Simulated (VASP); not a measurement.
Wanted: the native input for a VASP 6.6.1 run.

```yaml
Task: single point
Functional: r2SCAN
Potentials_or_basis: VASP PAW PBE potentials, release 64 (Li_sv, F)
Cutoff: 520 eV
k_mesh: 8 × 8 × 8
Occupations: gaussian, width 0.1 eV
Spin: no spin polarisation
Dipole_correction: no
Further_INCAR_settings: ALGO = Normal; EDIFF = 1e-07; NBANDS = 12
```

LiF:

```
Li F
1.0
     0.00000    2.01400    2.01400
     2.01400    0.00000    2.01400
     2.01400    2.01400    0.00000
Li F
1 1
Direct
  0.00000 0.00000 0.00000
  0.50000 0.50000 0.50000
```

One way to write it, as run:

POSCAR

```
LiF
1.0
    0.0000000000      2.0140000000      2.0140000000
    2.0140000000      0.0000000000      2.0140000000
    2.0140000000      2.0140000000      0.0000000000
Li F
1 1
Direct
    0.0000000000      0.0000000000      0.0000000000
    0.5000000000      0.5000000000      0.5000000000
```

INCAR.step1

```
SYSTEM = LiF
PREC = Accurate
ENCUT = 520
ISMEAR = 0
SIGMA = 0.1
LREAL = .FALSE.
LASPH = .TRUE.
NELM = 100
NBANDS = 12
GGA = PE
ALGO = Normal
EDIFF = 1E-4
LWAVE = .TRUE.
LCHARG = .FALSE.
```

INCAR.step2

```
SYSTEM = LiF
PREC = Accurate
ENCUT = 520
EDIFF = 1E-7
ISMEAR = 0
SIGMA = 0.1
LREAL = .FALSE.
LASPH = .TRUE.
NELM = 100
ALGO = Normal
ISIF = 2
LWAVE = .FALSE.
LCHARG = .FALSE.
METAGGA = R2SCAN
LMIXTAU = .TRUE.
NBANDS = 12
ISTART = 1
```

KPOINTS

```
Automatic mesh
0
G
  8 8 8
  0 0 0
```

Potentials or basis: VASP PAW PBE potentials, release 64 (Li_sv, F).

Command:

```bash
$ cat potpaw_PBE.64/Li_sv/POTCAR potpaw_PBE.64/F/POTCAR > POTCAR
$ cp INCAR.step1 INCAR
$ mpirun -np 1 vasp_std > vasp.out
$ cp INCAR.step2 INCAR
$ mpirun -np 1 vasp_std > vasp.out
```

Results of the run:

The band gap on the k mesh is 10.27 eV.

It took 50 s on 1 thread of AMD EPYC 7R43 64-Core Processor (Zen 3) (shared host), peak memory 0.1 GiB.
